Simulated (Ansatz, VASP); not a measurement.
**Ca in VASP and in Ansatz**

The input INCAR:

```
PREC = Accurate
ENCUT = 520
EDIFF = 1E-6
ISMEAR = 0
SIGMA = 0.1
LREAL = False
LASPH = True
NELM = 60
ALGO = Normal
ISIF = 2
LWAVE = False
LCHARG = False
GGA = PS
NBANDS = 17
```

File KPOINTS:

```
Automatic mesh
0
Gamma
  12 12 8
```

Contents of POSCAR:

```
Ca
1.0
    3.8524073137      0.0000000000      0.0000000000
   -1.9262036569      3.3362825994      0.0000000000
    0.0000000000      0.0000000000      6.4361021556
Ca
2
Direct
    0.6666666667      0.3333333333      0.7500000000
    0.3333333333      0.6666666667      0.2500000000
```

Input for Ansatz:

```yaml
crystal:
  lattice:
    - [3.8524073137, 0.0, 0.0]
    - [-1.9262036569, 3.3362825994, 0.0]
    - [0.0, 0.0, 6.4361021556]
  atoms:
    - { symbol: Ca, position: [0.6666666667, 0.3333333333, 0.75] }
    - { symbol: Ca, position: [0.3333333333, 0.6666666667, 0.25] }
basis:
  ecutwfc: 420
kpoints:
  mp_grid: { grid: [12, 12, 8] }
hamiltonian:
  xc: pbesol
scf:
  occupations: { method: gaussian, width: 0.1 }
output:
  forces: true
  stress: true
  eigenvalues: true
```

Change from the starting cell: strain along c alone, the other axes held, atoms relaxed: +1.5 %.

Alike in both runs: task single point; functional PBEsol; k mesh 12 × 12 × 8; occupations gaussian, width 0.1 eV; no spin polarisation.

|  | VASP | Ansatz |
| --- | --- | --- |
| version | VASP 6.6.1 | Ansatz 0.2.0 |
| potentials or method | VASP PAW PBE potentials, release 64 (Ca_sv), cutoff 520 eV | scalar-relativistic, plane waves, PAW |
| valence electrons in the cell | 20 | 20 |

```csv
,VASP,Ansatz,Ansatz less VASP
gap on the k mesh at the Fermi level (eV),none,none,-
pressure (GPa),-0.3,-0.3,-0.01
"traceless stress, the component that is largest in VASP (GPa)",-0.35,-0.35,-0.001
```

VASP's potentials were made for PBE, not for PBEsol. A gap of «none» marks a metal or a gap that the smearing closes. The functional is the same, so the differences come from potentials, cutoffs and numerics.
